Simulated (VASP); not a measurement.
# Ga2Si3Au: single point with PBE

Ga2Si3Au:

```xyz
24
Lattice="7.3073 -0.0440 -0.0834 -0.0440 7.3836 -0.0559 -0.0834 -0.0559 7.7526" Properties=species:S:1:pos:R:3 pbc="T T T"
Si    1.0508    4.3306    6.3853
Si    4.2882    2.8045    4.0531
Si    6.4084    0.2213    0.7974
Si    1.3655    4.6608    3.5494
Si    0.9888   -0.4800    3.7855
Si    4.9333    0.1299    6.1870
Si    1.3810    2.3337    4.3059
Si    5.8978    5.2873    1.1871
Si    5.6535    2.6516    6.2180
Si    0.5218    2.0776    7.1342
Si    3.6986    4.6303    1.7230
Si    5.9939    5.1801    6.4764
Ga    3.4919    4.6023    6.6830
Ga    2.8725    2.2864    1.6301
Ga    1.4562    6.4810    1.0962
Ga    0.6721    6.9290    6.3276
Ga    6.1241    4.3576    3.8449
Ga    3.6744    5.7114    4.0455
Ga    3.2758    0.6071    3.4245
Ga    6.2624    1.1034    4.2341
Au    5.5550    2.3139    0.9699
Au    3.6685    7.2702    0.6122
Au    0.6897    3.8928    1.1753
Au    2.8979    1.9721    6.5075
```

```
Program             : VASP 6.6.1
Task                : single point
Functional          : PBE
Potentials or basis : VASP PAW PBE potentials, release 64 (Si, Ga_d, Au)
Cutoff              : 400 eV
k mesh              : 1 × 1 × 1, shifted
Occupations         : fermi-dirac, width 0.0586 eV
Spin                : no spin polarisation
```

```yaml
Pressure: 4.5 GPa
Largest_force: 1.942 eV/Å
```

Forces on the atoms (eV/Å):
```
Si  -0.024  0.240 -0.021
Si  -0.785 -0.081  0.225
Si   0.865 -1.483 -0.300
Si  -0.469 -1.086  0.080
Si  -0.622  0.695 -0.140
Si  -0.275 -0.631  0.026
Si  -0.144  0.283  0.421
Si   0.494  0.057 -0.201
Si  -0.747  0.128 -0.269
Si   0.180 -0.393  0.417
Si   0.361  0.230 -0.034
Si  -0.751  0.164 -0.030
Ga   0.142  0.641 -0.291
Ga  -0.557  0.181 -0.743
Ga  -1.243 -0.551  0.633
Ga   0.293  0.249 -0.228
Ga   0.846  0.863 -0.088
Ga   0.204 -0.717  0.813
Ga   0.482 -0.183 -0.021
Ga   0.484 -0.425 -0.961
Au  -0.641  1.542  0.991
Au   0.827  0.526  0.011
Au   0.486  0.285  0.640
Au   0.595 -0.533 -0.930
```

Stress tensor (GPa, compression positive):
```
6.79 4.50 2.91
4.50 5.52 3.89
2.91 3.89 1.18
```

Levels at points of the mesh, in eV from the Fermi level:
| k point | band 96 | band 97 | band 98 | band 99 | band 100 | band 101 |
| --- | --- | --- | --- | --- | --- | --- |
| (0.25, 0.25, 0.25) | -0.76 | -0.61 | -0.17 | 0.18 | 0.37 | 0.60 |

Wall time 2.6 min on 1 thread of Intel(R) Xeon(R) Platinum 8259CL CPU @ 2.50GHz (Skylake/Cascade Lake), on a shared host, peak memory 0.35 GiB.

Caveat: the atoms stand as in a frame of molecular dynamics; spin-orbit coupling is left out, which moves the levels of the heavy elements.
